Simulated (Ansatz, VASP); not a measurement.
## As: VASP beside Ansatz

INCAR

```
  PREC = Accurate
  ENCUT = 520
  EDIFF = 1E-6
  ISMEAR = 0
  SIGMA = 0.02
  LREAL = F
  LASPH = T
  NELM = 100
  ALGO = Normal
  ISIF = 2
  LWAVE = F
  LCHARG = F
  LDIPOL = T
  IDIPOL = 3
  DIPOL = 0.5 0.5 0.500
  GGA = PE
  IVDW = 12
  NBANDS = 12
```

KPOINTS

```
Automatic mesh
0
Gamma
  9 9 1
```

File POSCAR:

```
As
1.0
    3.6350000000      0.0000000000      0.0000000000
   -1.8175000000      3.1480023428      0.0000000000
    0.0000000000      0.0000000000     28.5742413766
As
2
Direct
    0.3333333333      0.6666666667      0.4947680151
    0.6666666667      0.3333333333      0.5052319849
```

Input for Ansatz:

```yaml
crystal:
  lattice:
    - [3.635, 0.0, 0.0]
    - [-1.8175, 3.1480023428, 0.0]
    - [0.0, 0.0, 28.5742413766]
  atoms:
    - { symbol: As, position: [0.3333333333, 0.6666666667, 0.4947680151] }
    - { symbol: As, position: [0.6666666667, 0.3333333333, 0.5052319849] }
  periodic: [true, true, false]
basis:
  ecutwfc: 420
kpoints:
  mp_grid: { grid: [9, 9, 1] }
hamiltonian:
  xc: pbe
  dispersion: d3bj
scf:
  occupations: { method: gaussian, width: 0.02 }
output:
  forces: true
  stress: true
  eigenvalues: true
```

Alike in both runs: task single point; functional PBE; dispersion D3(BJ); k mesh 9 × 9 × 1; occupations gaussian, width 0.02 eV; no spin polarisation.

|  | VASP | Ansatz |
| --- | --- | --- |
| version | VASP 6.6.1 | Ansatz 0.2.0 |
| potentials or method | VASP PAW PBE potentials, release 64 (As), cutoff 520 eV | scalar-relativistic, plane waves, PAW |
| valence electrons in the cell | 10 | 30 |

```tsv
	VASP	Ansatz	Ansatz less VASP
gap on the k mesh at the Fermi level (eV)	none	none	-
rms of the force components (eV/Å)	1.656	1.637	-0.0190
```

Atom by atom the forces differ by 0.019 eV/Å (rms over components). A gap of «none» marks a metal or a gap that the smearing closes. VASP's potentials hold 10 valence electrons a cell and Ansatz's 30, so a difference there can come from the potentials and not from the codes.
